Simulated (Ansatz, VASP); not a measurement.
**One calculation of Ru, two programs**

The input INCAR:

```
PREC = Accurate
ENCUT = 500
EDIFF = 1E-6
ISMEAR = 0
SIGMA = 0.1
LREAL = False
LASPH = True
NELM = 120
ALGO = Normal
ISIF = 2
LWAVE = False
LCHARG = True
GGA = PE
LELF = True
LVHAR = True
NBANDS = 21
GGA_COMPAT = False
```

KPOINTS

```
regular mesh
0
Gamma
  8 5 36
```

POSCAR

```
Ru
1.0
    4.1973183000      0.0000000000      0.0000000000
    0.0000000000      6.8307118111     -0.0169333188
    0.0000000000     -2.4418494274      0.9225421798
Ru
2
Direct
    0.2500000000      0.3274957164      0.3235855143
    0.7500000000      0.6725042836      0.6764144857
```

Input for Ansatz:

```yaml
crystal:
  lattice:
    - [4.1973183, 0.0, 0.0]
    - [0.0, 6.8307118111, -0.0169333188]
    - [0.0, -2.4418494274, 0.9225421798]
  atoms:
    - { symbol: Ru, position: [0.25, 0.3274957164, 0.3235855143] }
    - { symbol: Ru, position: [0.75, 0.6725042836, 0.6764144857] }
basis:
  ecutwfc: 420
kpoints:
  mp_grid: { grid: [8, 5, 36] }
hamiltonian:
  xc: pbe
scf:
  occupations: { method: gaussian, width: 0.1 }
output:
  forces: true
  stress: true
  eigenvalues: true
```

Change from the starting cell: band edges of the strained film's bulk.

Alike in both runs: task single point; functional PBE; k mesh 8 × 5 × 36; occupations gaussian, width 0.1 eV; no spin polarisation.

|  | VASP | Ansatz |
| --- | --- | --- |
| version | VASP 6.6.1 | Ansatz 0.2.0 |
| potentials or method | VASP PAW PBE potentials, release 64 (Ru_pv), cutoff 500 eV | scalar-relativistic, plane waves, PAW |
| valence electrons in the cell | 28 | 32 |

|  | VASP | Ansatz | Ansatz less VASP |
| --- | --- | --- | --- |
| gap on the k mesh at the Fermi level (eV) | none | none | - |
| pressure (GPa) | 17.9 | 17.9 | +0.01 |
| traceless stress, the component that is largest in VASP (GPa) | -17.87 | -17.86 | +0.002 |
| rms of the force components (eV/Å) | 0.004 | 0.003 | -0.0014 |

Atom by atom the forces differ by 0.001 eV/Å (rms over components). A gap of «none» marks a metal or a gap that the smearing closes. The functional is the same, so the differences come from potentials, cutoffs and numerics. VASP's potentials hold 28 valence electrons a cell and Ansatz's 32, so a difference there can come from the potentials and not from the codes.

The k mesh is coarse, so the values compare programs but aren't converged.
